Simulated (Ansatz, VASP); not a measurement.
Two plane-wave programs on YAl5N6

Contents of INCAR:

```
SYSTEM = YAl5N6
PREC     = Accurate       ! precision mode
ENCUT    = 520            ! plane-wave cutoff, eV
EDIFF    = 1E-7           ! SCF threshold, eV
ISMEAR   = 0              ! smearing method
SIGMA    = 0.1            ! smearing width, eV
LREAL    = .FALSE.        ! projectors in reciprocal space
LASPH    = .TRUE.         ! aspherical terms in the spheres
NELM     = 100            ! most SCF steps
ALGO     = Normal         ! electronic algorithm
ISIF     = 2              ! what is computed and relaxed
LWAVE    = .FALSE.        ! write WAVECAR
LCHARG   = .TRUE.         ! write CHGCAR
GGA      = PE             ! functional
LELF     = .TRUE.         ! ELF
LVHAR    = .TRUE.       
NBANDS   = 40             ! bands
```

The input KPOINTS:

```
Automatic mesh
0
G
  6 6 4
  0 0 0
```

File POSCAR:

```
YAl5N6
1.0
    5.6351683000      0.0000000000      0.0000000000
   -2.8175842000      4.8801989000      0.0000000000
    0.0000000000      0.0000000000      5.0988761000
Y Al N
1 5 6
Direct
    0.0000000000      0.0000000000      0.9751440000
    0.6666667000      0.3333333000      0.9965620000
    0.3333333000      0.6666667000      0.9965620000
    0.0000000000      0.3496660000      0.5019760000
    0.6503340000      0.6503340000      0.5019760000
    0.3496660000      0.0000000000      0.5019760000
    0.6666667000      0.3333333000      0.3737920000
    0.3333333000      0.6666667000      0.3737920000
    0.0000000000      0.0000000000      0.4424600000
    0.0000000000      0.3852310000      0.8719200000
    0.6147690000      0.6147690000      0.8719200000
    0.3852310000      0.0000000000      0.8719200000
```

Input for Ansatz:

```yaml
crystal:
  lattice:
    - [5.6351683, 0.0, 0.0]
    - [-2.8175842, 4.8801989, 0.0]
    - [0.0, 0.0, 5.0988761]
  atoms:
    - { symbol: "Y", position: [0.0, 0.0, 0.975144] }
    - { symbol: Al, position: [0.6666667, 0.3333333, 0.996562] }
    - { symbol: Al, position: [0.3333333, 0.6666667, 0.996562] }
    - { symbol: Al, position: [0.0, 0.349666, 0.501976] }
    - { symbol: Al, position: [0.650334, 0.650334, 0.501976] }
    - { symbol: Al, position: [0.349666, 0.0, 0.501976] }
    - { symbol: "N", position: [0.6666667, 0.3333333, 0.373792] }
    - { symbol: "N", position: [0.3333333, 0.6666667, 0.373792] }
    - { symbol: "N", position: [0.0, 0.0, 0.44246] }
    - { symbol: "N", position: [0.0, 0.385231, 0.87192] }
    - { symbol: "N", position: [0.614769, 0.614769, 0.87192] }
    - { symbol: "N", position: [0.385231, 0.0, 0.87192] }
basis:
  ecutwfc: 420
kpoints:
  mp_grid: { grid: [6, 6, 4] }
hamiltonian:
  xc: pbe
scf:
  occupations: { method: gaussian, width: 0.1 }
  lower_state_search: "off"
output:
  forces: true
  stress: true
  eigenvalues: true
```

Alike in both runs: task single point; functional PBE; k mesh 6 × 6 × 4; occupations gaussian, width 0.1 eV; no spin polarisation.

|  | VASP | Ansatz |
| --- | --- | --- |
| version | VASP 6.6.1 | Ansatz 0.2.0 |
| potentials or method | VASP PAW PBE potentials, release 64 (Y_sv, Al, N), cutoff 520 eV | scalar-relativistic, plane waves, PAW |
| valence electrons in the cell | 56 | 56 |

|  | VASP | Ansatz | Ansatz less VASP |
| --- | --- | --- | --- |
| gap on the k mesh at the Fermi level (eV) | 3.31 | 3.31 | +0.001 |
| least direct gap on the mesh (eV) | 3.47 | 3.47 | -0.001 |
| pressure (GPa) | -0.2 | 0.0 | +0.24 |
| rms of the force components (eV/Å) | 0.003 | 0.002 | -0.0014 |

Atom by atom the forces differ by 0.002 eV/Å (rms over components). The functional is the same, so the differences come from potentials, cutoffs and numerics.
